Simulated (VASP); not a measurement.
Here is a VASP 6.6.1 calculation.

INCAR

```
PREC = Accurate ; ENCUT = 520
EDIFF = 1E-6 ; ISMEAR = -1
SIGMA = 0.1 ; LREAL = F
LASPH = T ; NELM = 80
ALGO = Normal ; ISIF = 2
LWAVE = F ; LCHARG = T
GGA = PE ; LELF = T
LVHAR = T ; NBANDS = 12
```

Contents of KPOINTS:

```
Automatic mesh
0
Gamma
  8 8 8
```

File POSCAR:

```
In
1.0
   -1.5828264500      1.5828264500      2.7562715332
    1.5828264500     -1.5828264500      2.7562715332
    1.5828264500      1.5828264500     -2.7562715332
In
1
Direct
    0.0000000000      0.0000000000      0.0000000000
```

Potentials or basis: VASP PAW PBE potentials, release 64 (In_d).

Launch:

```bash
$ cat potpaw_PBE.64/In_d/POTCAR > POTCAR
$ mpirun -np 1 vasp_std > vasp.out
```

Question: What does it give for the pressure?

Answer: -0.2 GPa.

Stress tensor (GPa, compression positive):
```
 0.03  0.00  0.00
 0.00  0.03  0.00
 0.00  0.00 -0.57
```
